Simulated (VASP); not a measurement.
Input of a VASP 6.6.1 run:

The input INCAR:

```
PREC = Accurate
ENCUT = 520
EDIFF = 1E-6
ISMEAR = 0
SIGMA = 0.05
LREAL = F
LASPH = T
NELM = 100
ALGO = Normal
ISIF = 2
LWAVE = F
LCHARG = F
GGA = PS
NBANDS = 16
```

Contents of KPOINTS:

```
Automatic mesh
0
Gamma
  12 12 12
```

Contents of POSCAR:

```
GaAs
1.0
    0.0000000000      2.7384524391      3.0122976830
    2.7384524391      0.0000000000      3.0122976830
    2.7384524391      2.7384524391      0.0000000000
Ga As
1 1
Direct
    0.0000000000      0.0000000000      0.0000000000
    0.7500000000      0.7500000000      0.7500000000
```

Potentials or basis: VASP PAW PBE potentials, release 64 (Ga_d, As).

Run with:

```console
$ cat potpaw_PBE.64/Ga_d/POTCAR potpaw_PBE.64/As/POTCAR > POTCAR
$ mpirun -np 1 vasp_std > vasp.out
```

Estimate the pressure.

0.3 GPa.

Predict the band gap on the k mesh.

0.17 eV, direct.

Stress tensor (GPa, compression positive):
```
 2.52  0.00  0.00
 0.00  2.52  0.00
 0.00  0.00 -4.26
```

Caveat: the PAW data sets were made with another functional, which shifts forces and pressure a little. A k mesh can miss the band edges.
